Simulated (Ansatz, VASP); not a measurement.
## One calculation of PbO, two programs

```
CELL_PARAMETERS angstrom
0.00000 2.83513 2.83513
2.83513 0.00000 2.83513
2.83513 2.83513 0.00000
ATOMIC_POSITIONS crystal
Pb 0.00000 0.00000 0.00000
O 0.25000 0.25000 0.25000
```

Alike in both runs: task relaxation of cell and atoms; functional PBE; k mesh 12 × 12 × 12; occupations gaussian, width 0.02 eV; no spin polarisation.

|  | VASP | Ansatz |
| --- | --- | --- |
| version | VASP 6.6.1 | Ansatz 0.2.0 |
| potentials or method | VASP PAW PBE potentials, release 64 (Pb_d, O), cutoff 600 eV | scalar-relativistic, plane waves, PAW |
| valence electrons in the cell | 20 | 20 |

VASP gave:

| Property | Result |
| --- | --- |
| gap on the k mesh at the Fermi level, each at its own relaxed structure (eV) | 0.52 |
| relaxed volume (Å³/atom) | 22.67 |
| relaxed cell length with the largest relative difference (Å) | 4.003 |

What did Ansatz give for the same quantities?

gap on the k mesh at the Fermi level, each at its own relaxed structure (eV): 0.52; relaxed volume (Å³/atom): 22.72; relaxed cell length with the largest relative difference (Å): 4.005.

Spin-orbit coupling is off throughout.
